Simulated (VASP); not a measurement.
A run of VASP 6.6.1:

INCAR

```
SYSTEM = MgCdTe3
PREC = Accurate ; ENCUT = 600
EDIFF = 1E-6 ; ISMEAR = 0
SIGMA = 0.1 ; LREAL = .FALSE.
LASPH = .TRUE. ; NELM = 60
ALGO = Normal ; ISIF = 3
LWAVE = .FALSE. ; LCHARG = .FALSE.
GGA = PE ; IBRION = 2
NSW = 90 ; EDIFFG = -0.04
```

KPOINTS

```
Automatic mesh
0
G
  4 4 4
  0 0 0
```

POSCAR

```
MgCdTe3
1.0
    4.8928779300      0.0000000000      0.0000000000
    0.0000000000      4.8928779300      0.0000000000
    0.0000000000      0.0000000000      4.8928779300
Mg Cd Te
1 1 3
Direct
    0.5000000000      0.5000000000      0.5000000000
    0.0000000000      0.0000000000      0.0000000000
    0.5000000000      0.0000000000      0.0000000000
    0.0000000000      0.5000000000      0.0000000000
    0.0000000000      0.0000000000      0.5000000000
```

Potentials or basis: VASP PAW PBE potentials, release 64 (Mg, Cd, Te).

Run with:

```sh
$ cat potpaw_PBE.64/Mg/POTCAR potpaw_PBE.64/Cd/POTCAR potpaw_PBE.64/Te/POTCAR > POTCAR
$ mpirun -np 1 vasp_std > vasp.out
```

Hardware: 1 thread of Intel Xeon 8259CL, on a shared host.

**Question.** How long does it take, and how much memory?

**Answer.** It took 2.7 min on 1 thread of Intel Xeon 8259CL, on a shared host, peak memory 0.23 GiB. Counts: scf iterations 64, k points 10, ion steps 4.
